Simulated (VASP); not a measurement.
# CO2 (I-42d) in VASP: notebook, part 2 of 2

VASP 6.6.1.

### 3 Single point, PBE (8.31 Å³/atom)

This run uses another cell than the first one, of 8.31 Å³/atom.

The input, INCAR:

```
SYSTEM = CO2
ALGO     = Normal         ! electronic algorithm
EDIFF    = 1E-7           ! SCF threshold, eV
ENCUT    = 520            ! plane-wave cutoff, eV
GGA      = PE             ! functional
ISIF     = 2              ! what is computed and relaxed
ISMEAR   = 0              ! smearing method
LASPH    = .True.         ! aspherical terms in the spheres
LCHARG   = .True.         ! write CHGCAR
LELF     = .True.         ! ELF
LREAL    = .False.        ! projectors in reciprocal space
LVHAR    = .True.       
LWAVE    = .False.        ! write WAVECAR
NBANDS   = 25             ! bands
NELM     = 60             ! most SCF steps
PREC     = Accurate       ! precision mode
SIGMA    = 0.02           ! smearing width, eV
```

The input, KPOINTS:

```
k-points
0
Gamma
  8 8 8
  0 0 0
```

The input, POSCAR:

```
CO2
1.0
   -2.0329629097      2.0329629097      3.0152114812
    2.0329629097     -2.0329629097      3.0152114812
    2.0329629097      2.0329629097     -3.0152114812
C O
2 4
Direct
    0.0000000000      0.0000000000      0.0000000000
    0.7500000000      0.2500000000      0.5000000000
    0.3750000000      0.2795005369      0.4045005369
    0.7204994631      0.1250000000      0.0954994631
    0.8750000000      0.9704994631      0.5954994631
    0.0295005369      0.6250000000      0.9045005369
```

Potentials or basis: VASP PAW PBE potentials, release 64 (C, O).

Launch:

```console
cat potpaw_PBE.64/C/POTCAR potpaw_PBE.64/O/POTCAR > POTCAR
mpirun -np 1 vasp_std > vasp.out
```

OUTCAR:

```text
SYSTEM = CO2
   EDIFF = 1E-7
   ENCUT = 520
   GGA = PE
   ISIF = 2
   ISMEAR = 0
   LASPH = .True.
   LREAL = .False.
   NELM = 60
   PREC = Accurate

 ion  position               nearest neighbor table
   1  0.000  0.000  0.000-   3 1.41   4 1.41   5 1.41   6 1.41
   2  0.750  0.250  0.500-   3 1.41   4 1.41   5 1.41   6 1.41
   3  0.375  0.280  0.405-   1 1.41   2 1.41
   4  0.720  0.125  0.095-   1 1.41   2 1.41
   5  0.875  0.970  0.595-   1 1.41   2 1.41
   6  0.030  0.625  0.905-   1 1.41   2 1.41

  LATTYP: Found a body centered tetragonal cell.
 ALAT       =     4.0659258194
 C/A-ratio  =     1.4831610881

  Lattice vectors:

 A1 = (  -2.0329629097,   2.0329629097,   3.0152114812)
 A2 = (   2.0329629097,  -2.0329629097,   3.0152114812)
 A3 = (   2.0329629097,   2.0329629097,  -3.0152114812)

Analysis of symmetry for initial positions (statically):
=====================================================================
 Subroutine PRICEL returns:
 Original cell was already a primitive cell.

 Routine SETGRP: Setting up the symmetry group for a
 body centered tetragonal supercell.

 Subroutine GETGRP returns: Found  8 space group operations
 (whereof  4 operations were pure point group operations)
 out of a pool of 16 trial point group operations.

The static configuration has the point symmetry S_4 .
 The point group associated with its full space group is D_2d.

Analysis of symmetry for dynamics (positions and initial velocities):
=====================================================================
 Subroutine PRICEL returns:
 Original cell was already a primitive cell.

 Routine SETGRP: Setting up the symmetry group for a
 body centered tetragonal supercell.

 Subroutine GETGRP returns: Found  8 space group operations
 (whereof  4 operations were pure point group operations)
 out of a pool of 16 trial point group operations.

The dynamic configuration has the point symmetry S_4 .
 The point group associated with its full space group is D_2d.

 Subroutine INISYM returns: Found  8 space group operations
 (whereof  4 operations are pure point group operations),
 and found     1 'primitive' translations

----------------------------------------------------------------------------------------

                                     Primitive cell

  volume of cell :      49.8467

  direct lattice vectors                    reciprocal lattice vectors
    -2.032962910  2.032962910  3.015211481     0.000000000  0.245946445  0.165825848
     2.032962910 -2.032962910  3.015211481     0.245946445  0.000000000  0.165825848
     2.032962910  2.032962910 -3.015211481     0.245946445  0.245946445  0.000000000

  length of vectors
     4.166218509  4.166218509  4.166218509     0.296627486  0.296627486  0.347820798

  position of ions in fractional coordinates (direct lattice)
     0.000000000  0.000000000  0.000000000
     0.750000000  0.250000000  0.500000000
     0.375000000  0.279500537  0.404500537
     0.720499463  0.125000000  0.095499463
     0.875000000  0.970499463  0.595499463
     0.029500537  0.625000000  0.904500537

  ion indices of the primitive-cell ions
   primitive index   ion index
                 1           1
[... 31 lines left out ...]

 Following reciprocal coordinates:
            Coordinates               Weight
  0.000000  0.000000  0.000000      1.000000
  0.125000  0.000000 -0.000000      8.000000
  0.250000  0.000000 -0.000000      8.000000
  0.375000  0.000000 -0.000000      8.000000
  0.500000  0.000000 -0.000000      4.000000
  0.125000  0.125000 -0.000000      8.000000
[... 16 lines left out ...]
  0.250000  0.125000  0.125000     16.000000
  0.375000  0.125000  0.125000      8.000000
 [... further k-points ...]
   k-points           NKPTS =     59   k-points in BZ     NKDIM =     59   number of bands    NBANDS=     25
   number of dos      NEDOS =    301   number of ions     NIONS =      6
   total plane-waves  NPLWV =  32768
   dimension x,y,z NGX =    32 NGY =   32 NGZ =   32
   dimension x,y,z NGXF=    64 NGYF=   64 NGZF=   64
   ions per type =               2   4
   NGX,Y,Z   is equivalent  to a cutoff of  12.77, 12.77, 12.77 a.u.
   NGXF,Y,Z  is equivalent  to a cutoff of  25.54, 25.54, 25.54 a.u.
 SYSTEM =  CO2
   PREC   = accura    normal or accurate (medium, high low for compatibility)
   ISTART =      0    job   : 0-new  1-cont  2-samecut
   ICHARG =      2    charge: 1-file 2-atom 10-const
   ISPIN  =      1    spin polarized calculation?
   LNONCOLLINEAR =      F non collinear calculations
   LSORBIT =      F    spin-orbit coupling
   LASPH  =      T    aspherical Exc in radial PAW
   ENCUT  =  520.0 eV  38.22 Ry    6.18 a.u.   7.75  7.75  7.75*2*pi/ulx,y,z
   NELM   =     60;   NELMIN=  2; NELMDL= -5     # of ELM steps
   EDIFF  = 0.1E-06   stopping-criterion for ELM
   LREAL  =      F    real-space projection
   EDIFFG = 0.1E-05   stopping-criterion for IOM
   NSW    =      0    number of steps for IOM
   IBRION =     -1    ionic relax: 0-MD 1-quasi-New 2-CG
   NFREE  =      0    steps in history (QN), initial steepest desc. (CG)
   ISIF   =      2    stress and relaxation
   ISYM   =      2    0-nonsym 1-usesym 2-fastsym
   POTIM  = 0.5000    time-step for ionic-motion
   TEBEG  =    0.0;   TEEND  =   0.0 temperature during run
   PSTRESS=    0.0 pullay stress
   NELECT =      32.0000    total number of electrons
   NUPDOWN=      -1.0000    fix difference up-down
   EMIN   =  10.00;   EMAX   =-10.00  energy-range for DOS
   EFERMI =   0.00;   METHOD = LEGACY
   ISMEAR =     0;   SIGMA  =   0.02  broadening in eV -4-tet -1-fermi 0-gaus
   EFERMI_NEDOS =   21; number of points for ismear=-14 and -15
   IALGO  =     38    algorithm
   IMIX   =      4    mixing-type and parameters
     AMIX     =   0.40;   BMIX     =  1.00
     AMIX_MAG =   1.60;   BMIX_MAG =  1.00
  volume/ion in A,a.u.               =       8.31        56.06
  Fermi-wavevector in a.u.,A,eV,Ry     =   1.412253  2.668772 27.136267  1.994459
  Thomas-Fermi vector in A             =   2.534021
   LORBIT       =      0    0 simple, 1 ext, 2 COOP (PROOUT), +10 PAW based schemes
   GGA     = PE    functional components
   LHFCALC =     F    Hartree Fock is set to
   AEXX    =    0.0000 exact exchange contribution
   IVDW    =     0    specifies the selected vdW correction
   LEPSILON=     F    determine dielectric tensor
   LRPA    =     F    only Hartree local field effects (RPA)
 non-spin polarized calculation
 Gauss-broadening in eV      SIGMA  =   0.02
  energy-cutoff  :      520.00
  volume of cell :       49.85
 maximum number of plane-waves:      1363
   NGX = 15   NGY = 15   NGZ = 15

 number of electron      31.9999991 magnetization

 Free energy of the ion-electron system (eV)
  ---------------------------------------------------
  ext. energy  EPLUGINS =         0.00000000
  ---------------------------------------------------
  free energy    TOTEN  =       -43.38091838 eV

  energy without entropy =      -43.38091838  energy(sigma->0) =      -43.38091838

 E-fermi :   1.6359     XC(G=0): -10.7007

 val. band max:        1.5355702550   @ k =   0.5000   0.5000   0.5000
 cond. band min:       9.0327833155   @ k =   0.0000   0.0000   0.0000
 fundamental gap:      7.4972130605
 Fermi energy:         1.6358652033

 k-point     1 :       0.0000    0.0000    0.0000
  band No.  band energies     occupation
      1     -22.0744      2.00000
      2     -17.2513      2.00000
      3     -17.2513      2.00000
      4     -16.6032      2.00000
      5     -13.0280      2.00000
      6      -7.9199      2.00000
[... 661 lines left out ...]
     24      15.4934      0.00000
     25      16.2052      0.00000

 [... further k-points ...]

------------------------ aborting loop because EDIFF is reached ----------------------------------------

  FORCE on cell =-STRESS in cart. coord.  units (eV):
  Direction    XX          YY          ZZ          XY          YZ          ZX
  --------------------------------------------------------------------------------------
  -------------------------------------------------------------------------------------
  Total       -1.8798086     -1.8798086     -1.9466248      0.0000000     -0.0000000      0.0000000
  in kB      -60.4209482    -60.4209482    -62.5685579      0.0000000     -0.0000000      0.0000000
  external PRESSURE =     -61.1368181 kB  Pullay stress =       0.0000000 kB

 VOLUME and BASIS-vectors are now :
 -----------------------------------------------------------------------------
  energy-cutoff  :      520.00
  volume of cell :       49.85
      direct lattice vectors                 reciprocal lattice vectors
    -2.032962910  2.032962910  3.015211481     0.000000000  0.245946445  0.165825848
     2.032962910 -2.032962910  3.015211481     0.245946445  0.000000000  0.165825848
     2.032962910  2.032962910 -3.015211481     0.245946445  0.245946445  0.000000000

 POSITION                                       TOTAL-FORCE (eV/Angst)
 -----------------------------------------------------------------------------------
      0.00000      0.00000      0.00000        -0.000000     -0.000000     -0.000000
      0.00000      2.03296      1.50761        -0.000000     -0.000000      0.000000
      0.62819      1.01648      0.75380         0.064353     -0.000000      0.000000
     -1.01648      1.40478      2.26141        -0.000000     -0.064353      0.000000
      1.40478      1.01648      3.76901        -0.064353     -0.000000      0.000000
      3.04944      0.62819     -0.75380        -0.000000      0.064353      0.000000
 -----------------------------------------------------------------------------------
    total drift:                                0.000004      0.000004      0.000005

  FREE ENERGIE OF THE ION-ELECTRON SYSTEM (eV)
  ---------------------------------------------------
  free  energy   TOTEN  =       -43.3809183759 eV

  energy  without entropy=      -43.3809183759  energy(sigma->0) =      -43.38091838
```

Run time: 52 s. Hardware: 1 thread of Intel Xeon Platinum 8259CL at 2.50GHz (Skylake/Cascade Lake), shared host; peak memory 0.19 GiB.

What came out:

* Free energy: -43.3809 eV
* Pressure: -6.1 GPa
* Largest force: 0.064 eV/Å
* Band gap on the k mesh: 7.50 eV (least direct gap 7.86 eV)

Forces on the atoms (eV/Å):
```
C    0.000  0.000  0.000
C    0.000  0.000  0.000
O    0.064  0.000  0.000
O    0.000 -0.064  0.000
O   -0.064  0.000  0.000
O    0.000  0.064  0.000
```

Caveat: the cell stands under tension. A k mesh can miss the band edges.

### 4 Single point, PBE (8.62 Å³/atom)

This run uses another cell than the first one, of 8.62 Å³/atom.

The input, INCAR:

```
SYSTEM = CO2
PREC = Accurate
ENCUT = 520
EDIFF = 1E-7
ISMEAR = 0
SIGMA = 0.02
LREAL = .False.
LASPH = .True.
NELM = 60
ALGO = Normal
ISIF = 2
LWAVE = .False.
LCHARG = .False.
GGA = PE
NBANDS = 25
```

The input, KPOINTS:

```
Automatic mesh
0
Gamma
  8 8 8
  0 0 0
```

The input, POSCAR:

```
CO2
1.0
   -2.0645969021      2.0645969021      3.0338420454
    2.0645969021     -2.0645969021      3.0338420454
    2.0645969021      2.0645969021     -3.0338420454
C O
2 4
Direct
    0.0000000000      0.0000000000      0.0000000000
    0.7500000000      0.2500000000      0.5000000000
    0.3750000000      0.2733014115      0.3983014115
    0.7266985885      0.1250000000      0.1016985885
    0.8750000000      0.9766985885      0.6016985885
    0.0233014115      0.6250000000      0.8983014115
```

Potentials or basis: VASP PAW PBE potentials, release 64 (C, O).

Launch:

```console
cat potpaw_PBE.64/C/POTCAR potpaw_PBE.64/O/POTCAR > POTCAR
mpirun -np 1 vasp_std > vasp.out
```

OUTCAR:

```text
SYSTEM = CO2
   PREC = Accurate
   ENCUT = 520
   EDIFF = 1E-7
   ISMEAR = 0
   LREAL = .False.
   LASPH = .True.
   NELM = 60
   ISIF = 2
   GGA = PE

 ion  position               nearest neighbor table
   1  0.000  0.000  0.000-   3 1.42   4 1.42   5 1.42   6 1.42
   2  0.750  0.250  0.500-   3 1.42   4 1.42   5 1.42   6 1.42
   3  0.375  0.273  0.398-   1 1.42   2 1.42
   4  0.727  0.125  0.102-   1 1.42   2 1.42
   5  0.875  0.977  0.602-   1 1.42   2 1.42
   6  0.023  0.625  0.898-   1 1.42   2 1.42

[... 880 lines left out ...]
  -------------------------------------------------------------------------------------
  Total       -3.2566635     -3.2566635     -3.3294876      0.0000000     -0.0000000      0.0000000
  in kB     -100.8695220   -100.8695220   -103.1251244      0.0000000     -0.0000000      0.0000000
  external PRESSURE =    -101.6213895 kB  Pullay stress =       0.0000000 kB

 VOLUME and BASIS-vectors are now :
 -----------------------------------------------------------------------------
  energy-cutoff  :      520.00
  volume of cell :       51.73
      direct lattice vectors                 reciprocal lattice vectors
    -2.064596902  2.064596902  3.033842045     0.000000000  0.242178025  0.164807525
     2.064596902 -2.064596902  3.033842045     0.242178025  0.000000000  0.164807525
     2.064596902  2.064596902 -3.033842045     0.242178025  0.242178025  0.000000000

 POSITION                                       TOTAL-FORCE (eV/Angst)
 -----------------------------------------------------------------------------------
      0.00000      0.00000      0.00000         0.000000      0.000000     -0.000000
      0.00000      2.06460      1.51692         0.000000      0.000000      0.000000
      0.61237      1.03230      0.75846         0.058136     -0.000000     -0.000000
     -1.03230      1.45223      2.27538         0.000000     -0.058136      0.000000
      1.45223      1.03230      3.79230        -0.058136      0.000000      0.000000
      3.09690      0.61237     -0.75846         0.000000      0.058136     -0.000000
 -----------------------------------------------------------------------------------
    total drift:                                0.000003      0.000003      0.000003

  FREE ENERGIE OF THE ION-ELECTRON SYSTEM (eV)
  ---------------------------------------------------
  free  energy   TOTEN  =       -43.2835517002 eV

  energy  without entropy=      -43.2835517002  energy(sigma->0) =      -43.28355170
```

OSZICAR:

```text
N       E                     dE             d eps       ncg     rms          rms(c)
DAV:   1     0.155624007460E+03    0.15562E+03   -0.18289E+04  2950   0.126E+03
DAV:   2    -0.379641061300E+02   -0.19359E+03   -0.18592E+03  3813   0.292E+02
DAV:   3    -0.462572658919E+02   -0.82932E+01   -0.82408E+01  3913   0.592E+01
DAV:   4    -0.463321265967E+02   -0.74861E-01   -0.74791E-01  3506   0.632E+00
DAV:   5    -0.463330126824E+02   -0.88609E-03   -0.88546E-03  3874   0.653E-01    0.129E+01
DAV:   6    -0.432894064725E+02    0.30436E+01   -0.65619E+00  3576   0.207E+01    0.508E+00
DAV:   7    -0.432887527307E+02    0.65374E-03   -0.69777E-01  3763   0.576E+00    0.288E+00
DAV:   8    -0.432860596098E+02    0.26931E-02   -0.72259E-02  3499   0.251E+00    0.534E-01
DAV:   9    -0.432834046208E+02    0.26550E-02   -0.16930E-02  3893   0.105E+00    0.202E-01
DAV:  10    -0.432835805313E+02   -0.17591E-03   -0.22133E-03  3823   0.346E-01    0.757E-02
DAV:  11    -0.432835417457E+02    0.38786E-04   -0.24579E-04  3684   0.122E-01    0.192E-02
DAV:  12    -0.432835510817E+02   -0.93360E-05   -0.22398E-05  3470   0.348E-02    0.544E-03
DAV:  13    -0.432835516515E+02   -0.56974E-06   -0.29528E-06  3853   0.130E-02    0.358E-03
DAV:  14    -0.432835517002E+02   -0.48725E-07   -0.35406E-07  3803   0.551E-03
   1 F= -.43283552E+02 E0= -.43283552E+02  d E =-.826445E-45
```

Run time: 59 s. Hardware: 1 thread of Intel Xeon Platinum 8259CL at 2.50GHz (Skylake/Cascade Lake), shared host; peak memory 0.19 GiB.

What came out:

```yaml
Free_energy: -43.2836 eV
Pressure: -10.2 GPa
Largest_force: 0.058 eV/Å
Band_gap_on_the_k_mesh: 7.30 eV (least direct gap 7.64 eV)
```

Forces in eV/Å, atoms in the order of the input:
```
C    0.000  0.000  0.000
C    0.000  0.000  0.000
O    0.058  0.000  0.000
O    0.000 -0.058  0.000
O   -0.058  0.000  0.000
O    0.000  0.058  0.000
```

Levels at points of the mesh, in eV from the valence-band top:
```
           k point  band 12  band 13  band 14  band 15  band 16  band 17  band 18  band 19  band 20  band 21
(0.00, 0.00, 0.00)    -1.00    -1.00    -0.87    -0.87    -0.58     7.37     8.12     8.47     8.47    11.23
(0.50, 0.00, 0.00)    -1.99    -1.65    -1.23    -0.42    -0.03     7.68     8.43     8.98     9.82    12.02
(0.50, 0.50, 0.00)    -2.59    -0.73    -0.73    -0.42    -0.42     8.08     8.08     9.39     9.39    11.49
(0.50, 0.50, 0.50)    -2.79    -2.75    -2.75     0.00     0.00     8.70     8.70     9.63     9.63    11.33
```

Caveat: the cell stands under tension.

### 5 Relaxation of shape and atoms at fixed volume, PBE (6.90 Å³/atom)

This run uses another cell than the first one, of 6.90 Å³/atom.

The input, INCAR:

```
SYSTEM = CO2
PREC = Accurate
ENCUT = 600
EDIFF = 1E-6
ISMEAR = 0
SIGMA = 0.02
LREAL = .False.
LASPH = .True.
NELM = 80
ALGO = Normal
ISIF = 4
LWAVE = .False.
LCHARG = .False.
GGA = PE
IBRION = 2
NSW = 50
EDIFFG = -0.01
```

The input, KPOINTS:

```
regular mesh
0
Gamma
  8 8 8
  0 0 0
```

The input, POSCAR:

```
CO2
1.0
   -1.8789539837      1.8789539837      2.9303615496
    1.8789539837     -1.8789539837      2.9303615496
    1.8789539837      1.8789539837     -2.9303615496
C O
2 4
Direct
    0.0000000000      0.0000000000      0.0000000000
    0.7500000000      0.2500000000      0.5000000000
    0.3750000000      0.3051771590      0.4301771590
    0.6948228410      0.1250000000      0.0698228410
    0.8750000000      0.9448228410      0.5698228410
    0.0551771590      0.6250000000      0.9301771590
```

Launch:

```console
cat potpaw_PBE.64/C/POTCAR potpaw_PBE.64/O/POTCAR > POTCAR
mpirun -np 1 vasp_std > vasp.out
```

It took 2.3 min on 1 thread of Intel Xeon Platinum 8259CL at 2.50GHz (Skylake/Cascade Lake), shared host; peak memory 0.2 GiB.

The run converged. Its results:

```yaml
Free_energy: -43.0525 eV
Energy_gained_by_relaxing: 5.0 meV/atom
Ionic_steps: 5
Pressure_after_relaxing: 22.6 GPa
Largest_force_after_relaxing: 0.004 eV/Å
Band_gap_on_the_k_mesh: 7.66 eV (least direct gap 7.94 eV)
```

Forces on the atoms (eV/Å):
```
C    0.000  0.000  0.000
C    0.000  0.000  0.000
O    0.004  0.000  0.000
O    0.000 -0.004  0.000
O   -0.004  0.000  0.000
O    0.000  0.004  0.000
```

Stress tensor (GPa, compression positive):
```
22.52  0.00  0.00
 0.00 22.52  0.00
 0.00  0.00 22.86
```

The path:
| step | energy change (eV) | largest force (eV/Å) | pressure (GPa) | volume (Å³) |
| --- | --- | --- | --- | --- |
| 1 | 0.0000 | 0.6291 | 28.55 | 41.38 |
| 2 | -0.0206 | 0.2810 | 20.97 | 41.38 |
| 3 | -0.0262 | 0.0054 | 23.28 | 41.38 |
| 4 | -0.0280 | 0.0053 | 23.12 | 41.38 |
| 5 | -0.0303 | 0.0040 | 22.64 | 41.38 |

Final structure:
```yaml
crystal:
  lattice:
    - [-1.86940, 1.86940, 2.96039]
    - [1.86940, -1.86940, 2.96039]
    - [1.86940, 1.86940, -2.96039]
  atoms:
    - { symbol: C, position: [0.00000, 0.00000, 0.00000] }
    - { symbol: C, position: [0.75000, 0.25000, 0.50000] }
    - { symbol: O, position: [0.37500, 0.31171, 0.43671] }
    - { symbol: O, position: [0.68829, 0.12500, 0.06329] }
    - { symbol: O, position: [0.87500, 0.93829, 0.56329] }
    - { symbol: O, position: [0.06171, 0.62500, 0.93671] }
```

Levels at points of the mesh, in eV from the valence-band top:
```tsv
k point	band 12	band 13	band 14	band 15	band 16	band 17	band 18	band 19	band 20
(0.00, 0.00, 0.00)	-1.67	-1.67	-0.67	-0.67	-0.27	7.66	9.99	9.99	10.26
(0.50, 0.00, 0.00)	-2.80	-1.75	-1.49	-0.40	-0.02	8.79	10.10	10.59	10.63
(0.50, 0.50, 0.00)	-2.75	-0.68	-0.68	-0.50	-0.50	9.61	9.61	10.44	10.44
(0.50, 0.50, 0.50)	-3.08	-2.94	-2.94	-0.11	-0.11	8.86	8.86	11.14	11.14
```

A k mesh can miss the band edges.

### 6 Overview

```tsv
task	cell	cutoff (eV)	gap on the mesh (eV)	pressure (GPa)	largest force (eV/Å)
single point	a = 4.133 Å, angles 121.9, 121.9, 86.8°, 6 atoms, atomic positions A	520	7.58	-2.6	0.07
single point	a = 4.166 Å, angles 121.6, 121.6, 87.3°, 6 atoms, atomic positions B	520	7.50	-6.1	0.06
single point	a = 4.211 Å, angles 121.3, 121.3, 87.8°, 6 atoms, atomic positions C	520	7.30	-10.2	0.06
relaxation of shape and atoms at fixed volume	relaxed from a = 3.956 Å, angles 123.3, 123.3, 84.4°, 6 atoms, atomic positions D	600	7.66	22.6	-
```

Alike in all rows: level PBE; potentials or basis VASP PAW PBE potentials, release 64 (C, O); no spin polarisation; k mesh 8 × 8 × 8; smearing gaussian 0.02 eV.

Caveats: the cell stands under tension (at least some runs).

Total energies depend on the potentials used, so only differences within one code and one set of settings carry meaning.
